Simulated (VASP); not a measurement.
A run of VASP 6.6.1 is set up as follows.

File INCAR:

```
SYSTEM = TiS2
ALGO = Normal
EDIFF = 1E-6
ENCUT = 500
GGA = PS
GGA_COMPAT = .FALSE.
ISIF = 2
ISMEAR = 0
LASPH = .TRUE.
LCHARG = .TRUE.
LELF = .TRUE.
LREAL = .FALSE.
LVHAR = .TRUE.
LWAVE = .FALSE.
NBANDS = 19
NELM = 120
PREC = Accurate
SIGMA = 0.1
```

The input KPOINTS:

```
k-points
0
G
  15 15 8
  0 0 0
```

Contents of POSCAR:

```
TiS2
1.0
    3.4997810465      0.0000000000      0.0000000000
   -1.7498905232      3.0308992940      0.0000000000
    0.0000000000      0.0000000000      6.0210674863
Ti S
1 2
Direct
    0.0000000000      0.0000000000      0.0000000000
    0.6666666667      0.3333333333      0.2628000000
    0.3333333333      0.6666666667      0.7372000000
```

Potentials or basis: VASP PAW PBE potentials, release 64 (Ti_sv, S).

Run with:

```console
$ cat potpaw_PBE.64/Ti_sv/POTCAR potpaw_PBE.64/S/POTCAR > POTCAR
$ mpirun -np 1 vasp_std > vasp.out
```

Q: What does it give for the pressure?

A: -14.2 GPa.

Q: What does it give for the band gap on the k mesh?

A: Zero (band 12 reaches 4.42 eV, above the bottom of band 13 at 4.13 eV).

Q: What does it give for the largest force?

A: 2.077 eV/Å.

Stress tensor (GPa, compression positive):
```
-12.58   0.00   0.00
  0.00 -12.58   0.00
  0.00   0.00 -17.41
```

Caveat: the cell differs from its parent crystal (Te replaced by S, lengths x 0.909, strained); the PAW data sets were made with another functional, which shifts forces and pressure a little; this functional lacks dispersion, which binds the layers, so the pressure and a relaxed spacing across them are unreliable.
